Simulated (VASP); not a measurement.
# CdTe (F-43m) in VASP: vibrations by perturbation theory with PBE

Aim: the vibrations by perturbation theory of CdTe with PBE.

Program: VASP 6.6.1. These are calculated values, not measurements. Logs are shortened: lines on timing, memory, paths and dates and some standing lists are left out, and cuts for length are marked.

### 1 The cell of the first run

The structure is cubic, space group F-43m (No. 216). Conventional cell: a = 6.618 Å, b = 6.618 Å, c = 6.618 Å, α = 90.00°, β = 90.00°, γ = 90.00°. Within 3.8 Å of Cd (site symmetry -43m) lie 4 Te at 2.87 Å. Within 3.8 Å of Te (site symmetry -43m) lie 4 Cd at 2.87 Å.

### 2 Vibrations by perturbation theory, PBE

File INCAR:

```
SYSTEM = CdTe
  PREC = Accurate
  ENCUT = 500
  EDIFF = 1E-8
  ISMEAR = 0
  SIGMA = 0.01
  LREAL = .FALSE.
  LASPH = .TRUE.
  NELM = 120
  ALGO = Normal
  ISIF = 2
  LWAVE = .FALSE.
  LCHARG = .TRUE.
  GGA = PE
  IBRION = 8
  NSW = 1
  LEPSILON = .TRUE.
  GGA_COMPAT = .FALSE.
```

File KPOINTS:

```
Automatic mesh
0
G
  8 8 8
  0 0 0
```

File POSCAR:

```
CdTe
1.0
    0.0000000000      3.3091880231      3.3091880231
    3.3091880231      0.0000000000      3.3091880231
    3.3091880231      3.3091880231      0.0000000000
Cd Te
1 1
Direct
    0.0000000000      0.0000000000      0.0000000000
    0.7500000000      0.7500000000      0.7500000000
```

Potentials or basis: VASP PAW PBE potentials, release 64 (Cd, Te).

On the command line:

```
$ cat potpaw_PBE.64/Cd/POTCAR potpaw_PBE.64/Te/POTCAR > POTCAR
$ mpirun -np 1 vasp_std > vasp.out
```

OUTCAR:

```text
SYSTEM = CdTe
   PREC = Accurate
   ENCUT = 500
   EDIFF = 1E-8
   ISMEAR = 0
   LREAL = .FALSE.
   LASPH = .TRUE.
   NELM = 120
   ISIF = 2
   GGA = PE
   IBRION = 8
   NSW = 1
   LEPSILON = .TRUE.

 ion  position               nearest neighbor table
   1  0.000  0.000  0.000-   2 2.87   2 2.87   2 2.87   2 2.87
   2  0.750  0.750  0.750-   1 2.87   1 2.87   1 2.87   1 2.87

  LATTYP: Found a face centered cubic cell.
 ALAT       =     6.6183760462

  Lattice vectors:

 A1 = (   0.0000000000,   3.3091880231,   3.3091880231)
 A2 = (   3.3091880231,   0.0000000000,   3.3091880231)
 A3 = (   3.3091880231,   3.3091880231,   0.0000000000)

Analysis of symmetry for initial positions (statically):
=====================================================================
 Subroutine PRICEL returns:
 Original cell was already a primitive cell.

 Routine SETGRP: Setting up the symmetry group for a
 face centered cubic supercell.

 Subroutine GETGRP returns: Found 24 space group operations
 (whereof 24 operations were pure point group operations)
 out of a pool of 48 trial point group operations.

The static configuration has the point symmetry T_d .

Analysis of symmetry for dynamics (positions and initial velocities):
=====================================================================
 Subroutine PRICEL returns:
 Original cell was already a primitive cell.

 Routine SETGRP: Setting up the symmetry group for a
 face centered cubic supercell.

 Subroutine GETGRP returns: Found 24 space group operations
 (whereof 24 operations were pure point group operations)
 out of a pool of 48 trial point group operations.

The dynamic configuration has the point symmetry T_d .

 Subroutine INISYM returns: Found 24 space group operations
 (whereof 24 operations are pure point group operations),
 and found     1 'primitive' translations

----------------------------------------------------------------------------------------

                                     Primitive cell

  volume of cell :      72.4760

  direct lattice vectors                    reciprocal lattice vectors
     0.000000000  3.309188023  3.309188023    -0.151094467  0.151094467  0.151094467
     3.309188023  0.000000000  3.309188023     0.151094467 -0.151094467  0.151094467
     3.309188023  3.309188023  0.000000000     0.151094467  0.151094467 -0.151094467

  length of vectors
     4.679898583  4.679898583  4.679898583     0.261703293  0.261703293  0.261703293

  position of ions in fractional coordinates (direct lattice)
     0.000000000  0.000000000  0.000000000
     0.750000000  0.750000000  0.750000000

  ion indices of the primitive-cell ions
   primitive index   ion index
                 1           1
                 2           2

----------------------------------------------------------------------------------------

 KPOINTS: Automatic mesh

Automatic generation of k-mesh.
 Grid dimensions read from file:
 generate k-points for:    8    8    8

 Generating k-lattice:

  Cartesian coordinates                     Fractional coordinates (reciprocal lattice)
[... 532 lines left out ...]

 Free energy of the ion-electron system (eV)
  ---------------------------------------------------
  ---------------------------------------------------
  free energy    TOTEN  =        -2.50655131 eV

  energy without entropy =       -2.50655131

------------------------ aborting loop because EDIFF is reached ----------------------------------------

--------------------------------------- Ionic step        2  -------------------------------------------

------------------------ aborting loop because EDIFF is reached ----------------------------------------

--------------------------------------- Ionic step        3  -------------------------------------------

------------------------ aborting loop because EDIFF is reached ----------------------------------------

 PIEZOELECTRIC TENSOR FIELD DIRECTION 3  (e Angst)
 -----------------------------------------------------------------------------
    -0.00134  3.14196  0.00000           (  0.00000 -0.07410  0.00000)
     3.14196 -0.00134  0.00000           ( -0.07410  0.00000  0.00000)
     0.00000  0.00000 -0.00066           (  0.00000  0.00000 -0.00000)

 PIEZOELECTRIC TENSOR FIELD DIRECTION 3  (C/m^2)
 -----------------------------------------------------------------------------
    -0.00030  0.69457  0.00000
     0.69457 -0.00030  0.00000
     0.00000  0.00000 -0.00015

--------------------------------------- Ionic step        4  -------------------------------------------

------------------------ aborting loop because EDIFF is reached ----------------------------------------

[... ionic steps 5 to 6 ...]

--------------------------------------- Ionic step        7  -------------------------------------------

 Free energy of the ion-electron system (eV)
  ---------------------------------------------------
  ---------------------------------------------------
  free energy    TOTEN  =        -0.04921867 eV

  energy without entropy =       -0.04921867

------------------------ aborting loop because EDIFF is reached ----------------------------------------

 INTERNAL STRAIN TENSOR  FOR ION    2  DIRECTION 1   (eV/Angst):
 -----------------------------------------------------------------------------
    -0.00553  0.00000  0.00000
     0.00000  0.00521  4.43305
     0.00000  4.43305  0.00521

 MACROSCOPIC STATIC DIELECTRIC TENSOR (including local field effects in DFT)
 ------------------------------------------------------
          12.687192    -0.000000     0.000000
          -0.000000    12.687192    -0.000000
           0.000000     0.000000    12.687192
 ------------------------------------------------------

 PIEZOELECTRIC TENSOR (including local field effects)  for field in x, y, z        (e  Angst)
          XX          YY          ZZ          XY          YZ          ZX
  --------------------------------------------------------------------------------
  x    -0.00000    -0.00000    -0.00000     0.00000     3.15988     0.00000
  y    -0.00000    -0.00000     0.00000     0.00000     0.00000     3.15988
  z     0.00000    -0.00000     0.00000     3.15988     0.00000     0.00000

 PIEZOELECTRIC TENSOR (including local field effects)  for field in x, y, z        (C/m^2)
          XX          YY          ZZ          XY          YZ          ZX
  --------------------------------------------------------------------------------
  x    -0.00000    -0.00000    -0.00000     0.00000     0.69853     0.00000
  y    -0.00000    -0.00000     0.00000     0.00000     0.00000     0.69853
  z     0.00000    -0.00000     0.00000     0.69853     0.00000     0.00000

 BORN EFFECTIVE CHARGES (including local field effects) (in |e|, cummulative output)
 ---------------------------------------------------------------------------------
 ion    1
    1     2.40300     0.00000     0.00000
    2     0.00000     2.40300     0.00000
    3    -0.00000    -0.00000     2.40300
 ion    2
    1    -2.40300    -0.00000    -0.00000
    2    -0.00000    -2.40300    -0.00000
    3     0.00000     0.00000    -2.40300

 INTERNAL STRAIN TENSOR FOR ION    2 for displacements in x,y,z  (eV/Angst):
          X           Y           Z          XY          YZ          ZX
  --------------------------------------------------------------------------------
  x    -0.00000     0.00000     0.00000     0.00000     4.43305     0.00000
  y    -0.00000     0.00000    -0.00000     0.00000     0.00000     4.43305
  z     0.00000     0.00000    -0.00000     4.43305     0.00000     0.00000

 SECOND DERIVATIVES (NOT SYMMETRIZED)
 ------------------------------------
               1X          1Y          1Z          2X          2Y          2Z
  1X    -3.806010    0.000000    0.000000    3.806010    0.000000    0.000000
  1Y     0.000000   -3.806010    0.000000    0.000000    3.806010    0.000000
  1Z     0.000000    0.000000   -3.806010    0.000000    0.000000    3.806010
  2X     3.787257    0.000000    0.000000   -3.787257    0.000000    0.000000
  2Y     0.000000    3.787257    0.000000    0.000000   -3.787257    0.000000
  2Z     0.000000    0.000000    3.787257    0.000000    0.000000   -3.787257

 Eigenvectors and eigenvalues of the dynamical matrix
 ----------------------------------------------------

   1 f  =    3.940671 THz    24.759964 2PiTHz  131.446626 cm-1    16.297297 meV
             X         Y         Z           dx          dy          dz
      0.000000  0.000000  0.000000     0.000000    0.729981    0.000000
      4.963782  4.963782  4.963782     0.000000   -0.683468    0.000000
[... 21 lines left out ...]
   6 f/i=    0.004856 THz     0.030508 2PiTHz    0.161963 cm-1     0.020081 meV
             X         Y         Z           dx          dy          dz
      0.000000  0.000000  0.000000     0.000000    0.000000   -0.683468
      4.963782  4.963782  4.963782     0.000000    0.000000   -0.729981

--------------------------------------------------------------------------------------------------------

 MACROSCOPIC STATIC DIELECTRIC TENSOR IONIC CONTRIBUTION
 ------------------------------------------------------
           3.797329     0.000000    -0.000000
           0.000000     3.797329    -0.000000
          -0.000000    -0.000000     3.797329
 ------------------------------------------------------

 ELASTIC MODULI CONTR FROM IONIC RELAXATION (kBar)
 Direction    XX          YY          ZZ          XY          YZ          ZX
 --------------------------------------------------------------------------------
 XX          -0.0000      0.0000      0.0000     -0.0000      0.0000      0.0000
 YY           0.0000     -0.0000      0.0000     -0.0000     -0.0000     -0.0000
 ZZ           0.0000      0.0000     -0.0000      0.0000     -0.0000      0.0000
 XY          -0.0000     -0.0000      0.0000   -120.1274      0.0000      0.0000
 YZ           0.0000     -0.0000     -0.0000      0.0000   -120.1274     -0.0000
 ZX           0.0000     -0.0000      0.0000      0.0000     -0.0000   -120.1274
 --------------------------------------------------------------------------------

 PIEZOELECTRIC TENSOR IONIC CONTR  for field in x, y, z        (C/m^2)
          XX          YY          ZZ          XY          YZ          ZX
  --------------------------------------------------------------------------------
  x     0.00000    -0.00000    -0.00000     0.00000    -0.63552    -0.00000
  y     0.00000    -0.00000     0.00000     0.00000    -0.00000    -0.63552
  z    -0.00000    -0.00000     0.00000    -0.63552     0.00000     0.00000
```

Run time: 25 min. Hardware: 1 thread of Intel Xeon 8259CL, shared host; peak memory 0.41 GiB.

What came out:

```
Electronic dielectric tensor (diagonal)                 : 12.69
Born charges (mean of the diagonal)                     : Cd +2.40; Te -2.40 e
Highest phonon frequency at Γ, LO-TO splitting left out : 131 cm⁻¹
```

Phonon frequencies in cm⁻¹ (negative: imaginary):
| q point | frequencies |
| --- | --- |
| (0.000, 0.000, 0.000) | 0 0 0 131 131 131 |

Electronic dielectric tensor:
```
12.69  0.00  0.00
 0.00 12.69  0.00
 0.00  0.00 12.69
```

Born effective charge tensors (e):
atom 1, Cd
```
2.40 0.00 0.00
0.00 2.40 0.00
0.00 0.00 2.40
```
atom 2, Te
```
-2.40  0.00  0.00
 0.00 -2.40  0.00
 0.00  0.00 -2.40
```

Caveat: spin-orbit coupling is left out, which moves the levels of the heavy elements.
